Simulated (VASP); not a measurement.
# TePb (F-43m) in VASP: elastic constants with PBEsol

Aim: the elastic constants of TePb with PBEsol.

Everything below comes from runs of VASP 6.6.1. Logs are shortened: lines on timing, memory, paths and dates and some standing lists are left out, and cuts for length are marked.

**1. The cell of the first run**

It takes space group F-43m (No. 216, cubic). The conventional cell has a = 7.206 Å, b = 7.206 Å, c = 7.206 Å, α = 90.00°, β = 90.00°, γ = 90.00°. Pb (site symmetry -43m) has 4 Te at 3.12 Å within 4.1 Å. Within 4.1 Å of Te (site symmetry -43m) lie 4 Pb at 3.12 Å.

**2. Elastic constants, PBEsol**

The input, INCAR:

```
  PREC = Accurate
  ENCUT = 500
  EDIFF = 1E-8
  ISMEAR = 0
  SIGMA = 0.05
  LREAL = F
  LASPH = T
  NELM = 120
  ALGO = Normal
  ISIF = 3
  LWAVE = F
  LCHARG = F
  GGA = PS
  NBANDS = 17
  IBRION = 6
  NFREE = 2
  POTIM = 0.015
  NSW = 1
  GGA_COMPAT = F
```

The input, KPOINTS:

```
Automatic mesh
0
Gamma
  8 8 8
```

The input, POSCAR:

```
TePb
1.0
    0.0000000000      3.6029069117      3.6029069117
    3.6029069117      0.0000000000      3.6029069117
    3.6029069117      3.6029069117      0.0000000000
Pb Te
1 1
Direct
    0.0000000000      0.0000000000      0.0000000000
    0.2500000000      0.2500000000      0.2500000000
```

Potentials or basis: VASP PAW PBE potentials, release 64 (Pb_d, Te).

The run is started by

```console
> cat potpaw_PBE.64/Pb_d/POTCAR potpaw_PBE.64/Te/POTCAR > POTCAR
> mpirun -np 1 vasp_std > vasp.out
```

OUTCAR:

```text
PREC = Accurate
   ENCUT = 500
   EDIFF = 1E-8
   ISMEAR = 0
   LREAL = F
   LASPH = T
   NELM = 120
   ISIF = 3
   GGA = PS
   IBRION = 6
   NFREE = 2
   POTIM = 0.015
   NSW = 1

 ion  position               nearest neighbor table
   1  0.000  0.000  0.000-   2 3.12   2 3.12   2 3.12   2 3.12
   2  0.250  0.250  0.250-   1 3.12   1 3.12   1 3.12   1 3.12

  LATTYP: Found a face centered cubic cell.
 ALAT       =     7.2058138234

  Lattice vectors:

 A1 = (   0.0000000000,   3.6029069117,   3.6029069117)
 A2 = (   3.6029069117,   0.0000000000,   3.6029069117)
 A3 = (   3.6029069117,   3.6029069117,   0.0000000000)

Analysis of symmetry for initial positions (statically):
=====================================================================
 Subroutine PRICEL returns:
 Original cell was already a primitive cell.

 Routine SETGRP: Setting up the symmetry group for a
 face centered cubic supercell.

 Subroutine GETGRP returns: Found 24 space group operations
 (whereof 24 operations were pure point group operations)
 out of a pool of 48 trial point group operations.

The static configuration has the point symmetry T_d .

Analysis of symmetry for dynamics (positions and initial velocities):
=====================================================================
 Subroutine PRICEL returns:
 Original cell was already a primitive cell.

 Routine SETGRP: Setting up the symmetry group for a
 face centered cubic supercell.

 Subroutine GETGRP returns: Found 24 space group operations
 (whereof 24 operations were pure point group operations)
 out of a pool of 48 trial point group operations.

The dynamic configuration has the point symmetry T_d .

 Subroutine INISYM returns: Found 24 space group operations
 (whereof 24 operations are pure point group operations),
 and found     1 'primitive' translations

----------------------------------------------------------------------------------------

                                     Primitive cell

  volume of cell :      93.5382

  direct lattice vectors                    reciprocal lattice vectors
     0.000000000  3.602906912  3.602906912    -0.138776830  0.138776830  0.138776830
     3.602906912  0.000000000  3.602906912     0.138776830 -0.138776830  0.138776830
     3.602906912  3.602906912  0.000000000     0.138776830  0.138776830 -0.138776830

  length of vectors
     5.095279818  5.095279818  5.095279818     0.240368520  0.240368520  0.240368520

  position of ions in fractional coordinates (direct lattice)
     0.000000000  0.000000000  0.000000000
     0.250000000  0.250000000  0.250000000

  ion indices of the primitive-cell ions
   primitive index   ion index
                 1           1
                 2           2

----------------------------------------------------------------------------------------

 KPOINTS: Automatic mesh

Automatic generation of k-mesh.
 Grid dimensions read from file:
 generate k-points for:    8    8    8

 Generating k-lattice:

  Cartesian coordinates                     Fractional coordinates (reciprocal lattice)
    -0.017347104  0.017347104  0.017347104     0.125000000  0.000000000  0.000000000
     0.017347104 -0.017347104  0.017347104     0.000000000  0.125000000  0.000000000
     0.017347104  0.017347104 -0.017347104     0.000000000  0.000000000  0.125000000

  Length of vectors
     0.030046065  0.030046065  0.030046065

  Shift w.r.t. Gamma in fractional coordinates (k-lattice)
     0.000000000  0.000000000  0.000000000

 Subroutine IBZKPT returns following result:
 ===========================================

 Found     29 irreducible k-points:

 Following reciprocal coordinates:
            Coordinates               Weight
  0.000000  0.000000  0.000000      1.000000
  0.125000  0.000000  0.000000      8.000000
  0.250000  0.000000  0.000000      8.000000
  0.375000  0.000000  0.000000      8.000000
  0.500000  0.000000  0.000000      4.000000
  0.125000  0.125000  0.000000      6.000000
[... 16 lines left out ...]
  0.500000  0.250000  0.125000     48.000000
 -0.375000  0.250000  0.125000     24.000000
[... 31 lines left out ...]
   NUPDOWN=      -1.0000    fix difference up-down
   EMIN   =  10.00;   EMAX   =-10.00  energy-range for DOS
   EFERMI =   0.00;   METHOD = LEGACY
   ISMEAR =     0;   SIGMA  =   0.05  broadening in eV -4-tet -1-fermi 0-gaus
   EFERMI_NEDOS =   21; number of points for ismear=-14 and -15
   IALGO  =     38    algorithm
   IMIX   =      4    mixing-type and parameters
     AMIX     =   0.40;   BMIX     =  1.00
     AMIX_MAG =   1.60;   BMIX_MAG =  1.00
  volume/ion in A,a.u.               =      46.77       315.61
  Fermi-wavevector in a.u.,A,eV,Ry     =   0.978938  1.849924 13.038726  0.958319
  Thomas-Fermi vector in A             =   2.109752
   LORBIT       =      0    0 simple, 1 ext, 2 COOP (PROOUT), +10 PAW based schemes
   GGA     = PS    functional components
   LHFCALC =     F    Hartree Fock is set to
   AEXX    =    0.0000 exact exchange contribution
   IVDW    =     0    specifies the selected vdW correction
   LEPSILON=     F    determine dielectric tensor
   LRPA    =     F    only Hartree local field effects (RPA)
 finite differences with symmetry
 non-spin polarized calculation
 Gauss-broadening in eV      SIGMA  =   0.05
  energy-cutoff  :      500.00
  volume of cell :       93.54
 maximum number of plane-waves:      2421
 NGX is ok and might be reduce to    40
   NGX = 19   NGY = 19   NGZ = 19

--------------------------------------- Ionic step        1  -------------------------------------------

 number of electron      20.0000003 magnetization

 Free energy of the ion-electron system (eV)
  ---------------------------------------------------
  ext. energy  EPLUGINS =         0.00000000
  ---------------------------------------------------
  free energy    TOTEN  =        -7.69594142 eV

  energy without entropy =       -7.69594142  energy(sigma->0) =       -7.69594142

------------------------ aborting loop because EDIFF is reached ----------------------------------------

  FORCE on cell =-STRESS in cart. coord.  units (eV):
  Direction    XX          YY          ZZ          XY          YZ          ZX
  --------------------------------------------------------------------------------------
  -------------------------------------------------------------------------------------
  Total       -0.0091901     -0.0091901     -0.0091901     -0.0000000     -0.0000000      0.0000000
  in kB       -0.1574130     -0.1574130     -0.1574130     -0.0000000     -0.0000000      0.0000000
  external PRESSURE =      -0.1574130 kB  Pullay stress =       0.0000000 kB
[... 89 lines left out ...]
  FREE ENERGIE OF THE ION-ELECTRON SYSTEM (eV)
  ---------------------------------------------------
  free  energy   TOTEN  =        -7.6942050900 eV

  energy  without entropy=       -7.6942050888  energy(sigma->0) =       -7.69420509

[... ionic steps 4 to 14 ...]

--------------------------------------- Ionic step       15  -------------------------------------------

 number of electron      20.0000002 magnetization

------------------------ aborting loop because EDIFF is reached ----------------------------------------
[... 67 lines left out ...]
--------------------------------------- Ionic step       17  -------------------------------------------

 number of electron      20.0000003 magnetization

 Free energy of the ion-electron system (eV)
  ---------------------------------------------------
  ext. energy  EPLUGINS =         0.00000000
  ---------------------------------------------------
  free energy    TOTEN  =        -7.69557770 eV

  energy without entropy =       -7.69557770  energy(sigma->0) =       -7.69557770

 E-fermi :   3.1688     XC(G=0):  -7.7595

 val. band max:        2.9605001915   @ k =  -0.2500   0.5000   0.2500
 cond. band min:       3.4032394401   @ k =   0.5000   0.5000   0.0000
 fundamental gap:      0.4427392486
 Fermi energy:         3.1687516106

 k-point     1 :       0.0000    0.0000    0.0000
  band No.  band energies     occupation
      1     -13.9534      2.00000
      2     -13.9533      2.00000
      3     -13.9531      2.00000
      4     -13.9243      2.00000
      5     -13.9243      2.00000
      6      -8.6538      2.00000
[... 457 lines left out ...]
      4     -13.9246      2.00000
      5     -13.9231      2.00000
      6      -7.7135      2.00000
[... 9 lines left out ...]
     16      10.3104      0.00000
     17      10.7063      0.00000

 [... further k-points ...]

------------------------ aborting loop because EDIFF is reached ----------------------------------------

  FORCE on cell =-STRESS in cart. coord.  units (eV):
  Direction    XX          YY          ZZ          XY          YZ          ZX
  --------------------------------------------------------------------------------------
  -------------------------------------------------------------------------------------
  Total       -0.0092388     -0.0083167     -0.0083167      0.0000000      0.0741730      0.0000000
  in kB       -0.1582480     -0.1424530     -0.1424530      0.0000000      1.2704778      0.0000000
  external PRESSURE =      -0.1477180 kB  Pullay stress =       0.0000000 kB
[... 17 lines left out ...]
  FREE ENERGIE OF THE ION-ELECTRON SYSTEM (eV)
  ---------------------------------------------------
  free  energy   TOTEN  =        -7.6955776972 eV

  energy  without entropy=       -7.6955776972  energy(sigma->0) =       -7.69557770

 INTERNAL STRAIN TENSORS FROM STRAINED CELLS
 ============================================

 INTERNAL STRAIN TENSOR FOR ION    1 for displacements in x,y,z  (eV/Angst):
          X           Y           Z          XY          YZ          ZX
  --------------------------------------------------------------------------------
  x    -0.00000     0.00000    -0.00000     0.00000     4.95015     0.00000
  y    -0.00000    -0.00000    -0.00000    -0.00000    -0.00000     4.94986
  z    -0.00000     0.00000    -0.00000     4.94985    -0.00000     0.00000

 INTERNAL STRAIN TENSORS FROM DISPLACED ATOMS
 ============================================

 INTERNAL STRAIN TENSOR FOR ION    1 for displacements in x,y,z  (eV/Angst):
          X           Y           Z          XY          YZ          ZX
  --------------------------------------------------------------------------------
  x    -0.00000    -0.00000    -0.00000     0.00000     4.95225     0.00000
  y    -0.00000    -0.00000    -0.00000     0.00000     0.00000     4.95225
  z    -0.00000    -0.00000    -0.00000     4.95225     0.00000     0.00000

 INTERNAL STRAIN TENSOR FOR ION    2 for displacements in x,y,z  (eV/Angst):
          X           Y           Z          XY          YZ          ZX
  --------------------------------------------------------------------------------
  x    -0.00000    -0.00000    -0.00000     0.00000    -4.94895     0.00000
  y    -0.00000     0.00000     0.00000     0.00000     0.00000    -4.94895
  z    -0.00000    -0.00000    -0.00000    -4.94895     0.00000     0.00000

 Eigenvectors and eigenvalues of the dynamical matrix
 ----------------------------------------------------

   1 f  =    3.163817 THz    19.878846 2PiTHz  105.533564 cm-1    13.084488 meV
             X         Y         Z           dx          dy          dz
      0.000000  0.000000  0.000000    -0.002905    0.205396   -0.582748
      1.801453  1.801453  1.801453     0.003697   -0.261364    0.741542
[... 21 lines left out ...]
   6 f/i=    0.002176 THz     0.013669 2PiTHz    0.072569 cm-1     0.008997 meV
             X         Y         Z           dx          dy          dz
      0.000000  0.000000  0.000000    -0.693334    0.210742   -0.305098
      1.801453  1.801453  1.801453    -0.544863    0.165614   -0.239765

--------------------------------------------------------------------------------------------------------

 ELASTIC MODULI CONTR FROM IONIC RELAXATION (kBar)
 Direction    XX          YY          ZZ          XY          YZ          ZX
 --------------------------------------------------------------------------------
 XX          -0.0000     -0.0000      0.0000     -0.0000     -0.0000     -0.0000
 YY          -0.0000     -0.0000     -0.0000     -0.0000     -0.0000      0.0000
 ZZ           0.0000     -0.0000     -0.0000     -0.0000     -0.0000      0.0000
 XY          -0.0000     -0.0000     -0.0000   -129.7523      0.0000      0.0000
 YZ          -0.0000     -0.0000     -0.0000      0.0000   -129.7523      0.0000
 ZX          -0.0000      0.0000      0.0000      0.0000      0.0000   -129.7523
 --------------------------------------------------------------------------------

 TOTAL ELASTIC MODULI (kBar)
 Direction    XX          YY          ZZ          XY          YZ          ZX
 --------------------------------------------------------------------------------
 XX         285.9475    266.9317    266.9317     -0.0000     -0.0000     -0.0000
 YY         266.9317    285.9475    266.9317     -0.0000     -0.0000      0.0000
 ZZ         266.9317    266.9317    285.9475     -0.0000     -0.0000      0.0000
 XY          -0.0000     -0.0000     -0.0000    -68.3110      0.0000      0.0000
 YZ          -0.0000     -0.0000     -0.0000      0.0000    -68.3110      0.0000
 ZX          -0.0000      0.0000      0.0000      0.0000      0.0000    -68.3110
 --------------------------------------------------------------------------------
```

Wall time 19 min (1 thread of Intel Xeon 6975P-C (Granite Rapids), shared host); peak memory 0.55 GiB.

Results:

```yaml
Elastic_constants_C11_C12_C44: 29, 27, -7 GPa
Voigt_bulk_modulus: 27 GPa
Highest_phonon_frequency_at_Γ_LO-TO_splitting_left_out: 106 cm⁻¹
```

Phonon frequencies in cm⁻¹ (negative: imaginary):
```
              q point        frequencies
(0.000, 0.000, 0.000)  0 0 0 106 106 106
```

Elastic tensor in Voigt notation (GPa, in the Cartesian axes of the cell as first typed):
```
29 27 27  0  0  0
27 29 27  0  0  0
27 27 29  0  0  0
 0  0  0 -7  0  0
 0  0  0  0 -7  0
 0  0  0  0  0 -7
```

Clamped-ion elastic tensor (GPa):
```
29 27 27  0  0  0
27 29 27  0  0  0
27 27 29  0  0  0
 0  0  0  6  0  0
 0  0  0  0  6  0
 0  0  0  0  0  6
```

Caveat: the elastic tensor has a negative eigenvalue, so either the cell is unstable as it stands or the mesh is too thin; the PAW data sets were made with another functional, which shifts forces and pressure a little; spin-orbit coupling is left out, which moves the levels of the heavy elements.
